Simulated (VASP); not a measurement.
# Os2PdF: single point with PBE

Os2PdF:

```
Pd Os F
1.0
     2.03550    1.17520    4.26627
    -2.03550    1.17520    4.26627
     0.00000   -2.35040    4.26627
Pd Os F
1 2 1
Cartesian
  0.0000 0.0000 0.0000
  0.0000 0.0000 10.2234
  0.0000 0.0000 2.5754
  0.0000 0.0000 6.3994
```

```
Program                : VASP 6.6.1
Task                   : single point
Functional             : PBE
Potentials or basis    : VASP PAW PBE potentials, release 64 (Pd, Os, F)
Cutoff                 : 520 eV
k mesh                 : 6 × 6 × 6
Occupations            : gaussian, width 0.1 eV
Spin                   : collinear spin
Starting moments       : [0.0, 1.0, 1.0, 0.0] μB
Dipole correction      : no
Further INCAR settings : ALGO = Normal; EDIFF = 1e-06; NBANDS = 28
```

```
Pressure                                              : -0.4 GPa
Largest force                                         : 0.041 eV/Å
Net moment                                            : 0.00 μB per cell
Valence electrons inside the program's atomic spheres : Pd 9.43; Os 7.06; F 6.05
```

Forces in eV/Å, atoms in the order of the input:
```
Pd   0.000  0.000  0.000
Os   0.000  0.000  0.041
Os   0.000  0.000 -0.041
F    0.000  0.000  0.000
```

Stress tensor (GPa, compression positive):
```
-0.37  0.00  0.00
 0.00 -0.37  0.00
 0.00  0.00 -0.52
```

Levels at points of the mesh, in eV from the Fermi level:
Spin up:
```tsv
k point	band 14	band 15	band 16	band 17	band 18	band 19
(0.00, 0.00, 0.00)	-2.15	-1.74	-1.74	1.06	1.06	1.15
(0.50, 0.00, 0.00)	-2.02	-1.90	-1.03	0.43	0.49	0.59
(0.50, 0.50, 0.00)	-2.27	-0.69	-0.43	-0.14	0.87	0.93
(0.50, 0.50, 0.50)	-1.13	-0.04	-0.04	0.30	0.30	0.77
```
Spin down:
| k point | band 14 | band 15 | band 16 | band 17 | band 18 | band 19 |
| --- | --- | --- | --- | --- | --- | --- |
| (0.00, 0.00, 0.00) | -2.15 | -1.74 | -1.74 | 1.06 | 1.06 | 1.15 |
| (0.50, 0.00, 0.00) | -2.02 | -1.90 | -1.03 | 0.43 | 0.49 | 0.59 |
| (0.50, 0.50, 0.00) | -2.27 | -0.69 | -0.43 | -0.14 | 0.87 | 0.93 |
| (0.50, 0.50, 0.50) | -1.13 | -0.04 | -0.04 | 0.30 | 0.30 | 0.77 |

Run time: 60 s on 1 thread of AMD EPYC 9R45 96-Core Processor (Zen 5), on a shared host, peak memory 0.26 GiB.

Caveat: spin-orbit coupling is left out, which moves the levels of the heavy elements.
